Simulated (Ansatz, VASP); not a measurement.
**CaSe: VASP beside Ansatz**

Contents of INCAR:

```
SYSTEM = CaSe
PREC = Accurate
ENCUT = 520
EDIFF = 1E-6
ISMEAR = 0
SIGMA = 0.02
LREAL = .False.
LASPH = .True.
NELM = 60
ALGO = Normal
ISIF = 2
LWAVE = .False.
LCHARG = .False.
GGA = PE
NBANDS = 15
```

The input KPOINTS:

```
regular mesh
0
Gamma
  8 8 8
  0 0 0
```

POSCAR

```
CaSe
1.0
    0.0000000000      3.0371113479      3.0371113479
    3.0371113479      0.0000000000      3.0371113479
    3.0371113479      3.0371113479      0.0000000000
Ca Se
1 1
Direct
    0.5000000000      0.5000000000      0.5000000000
    0.0000000000      0.0000000000      0.0000000000
```

Input for Ansatz:

```yaml
crystal:
  lattice:
    - [0.0, 3.0371113479, 3.0371113479]
    - [3.0371113479, 0.0, 3.0371113479]
    - [3.0371113479, 3.0371113479, 0.0]
  atoms:
    - { symbol: Ca, position: [0.5, 0.5, 0.5] }
    - { symbol: Se, position: [0.0, 0.0, 0.0] }
basis:
  ecutwfc: 420
kpoints:
  mp_grid: { grid: [8, 8, 8] }
hamiltonian:
  xc: pbe
scf:
  occupations: { method: gaussian, width: 0.02 }
output:
  forces: true
  stress: true
  eigenvalues: true
```

Alike in both runs: task single point; functional PBE; k mesh 8 × 8 × 8; occupations gaussian, width 0.02 eV; no spin polarisation.

|  | VASP | Ansatz |
| --- | --- | --- |
| version | VASP 6.6.1 | Ansatz 0.2.0 |
| potentials or method | VASP PAW PBE potentials, release 64 (Ca_sv, Se), cutoff 520 eV | scalar-relativistic, plane waves, PAW |
| valence electrons in the cell | 16 | 26 |

Ansatz gave:

| Quantity | Value |
| --- | --- |
| gap on the k mesh at the Fermi level (eV) | 2.20 |
| least direct gap on the mesh (eV) | 2.94 |
| pressure (GPa) | -2.5 |

Question: Which values does VASP return?

Answer: gap on the k mesh at the Fermi level (eV): 2.19; least direct gap on the mesh (eV): 2.93; pressure (GPa): -2.3.

The functional is the same, so the differences come from potentials, cutoffs and numerics. VASP's potentials hold 16 valence electrons a cell and Ansatz's 26, so a difference there can come from the potentials and not from the codes.
